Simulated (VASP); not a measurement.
Write the native input for VASP 6.6.1 that does the following.

* Task: single point
* Functional: PBE
* Potentials or basis: VASP PAW PBE potentials, release 64 (Sn_d, Se)
* Cutoff: 520 eV
* k mesh: 6 × 6 × 4
* Occupations: methfessel-paxton, width 0.1 eV
* Spin: no spin polarisation
* Dipole correction: no
* Further INCAR settings: ALGO = Normal; EDIFF = 1e-06; NBANDS = 20

The structure of SnSe2 lies in POSCAR:

```
SnSe2
1.0
    3.8775811135      0.0000000000      0.0000000000
   -1.9387905567      3.3580808865      0.0000000000
    0.0000000000      0.0000000000      6.2432006593
Sn Se
1 2
Direct
    0.0000000000      0.0000000000      0.0000000000
    0.3333333333      0.6666666667      0.2490000000
    0.6666666667      0.3333333333      0.7510000000
```

One way to write it, as run:

INCAR

```
SYSTEM = SnSe2
PREC = Accurate
ENCUT = 520
EDIFF = 1E-6
ISMEAR = 1
SIGMA = 0.1
LREAL = .False.
LASPH = .True.
NELM = 80
ALGO = Normal
ISIF = 2
LWAVE = .False.
LCHARG = .False.
GGA = PE
NBANDS = 20
```

KPOINTS

```
Automatic mesh
0
Gamma
  6 6 4
  0 0 0
```

Potentials or basis: VASP PAW PBE potentials, release 64 (Sn_d, Se).

Command:

```console
$ cat potpaw_PBE.64/Sn_d/POTCAR potpaw_PBE.64/Se/POTCAR > POTCAR
$ mpirun -np 1 vasp_std > vasp.out
```

It gave:

The pressure is 1.8 GPa. The largest force is 0.302 eV/Å and the band gap on the k mesh is 0.77 eV, indirect (least direct gap 0.88 eV).

Caveat: spin-orbit coupling is left out, which moves the levels of the heavy elements; this functional lacks dispersion, which binds the layers, so the pressure and a relaxed spacing across them are unreliable.

Run time: 49 s on 1 thread of Intel Xeon 8259CL, with other jobs on the host, peak memory 0.21 GiB.
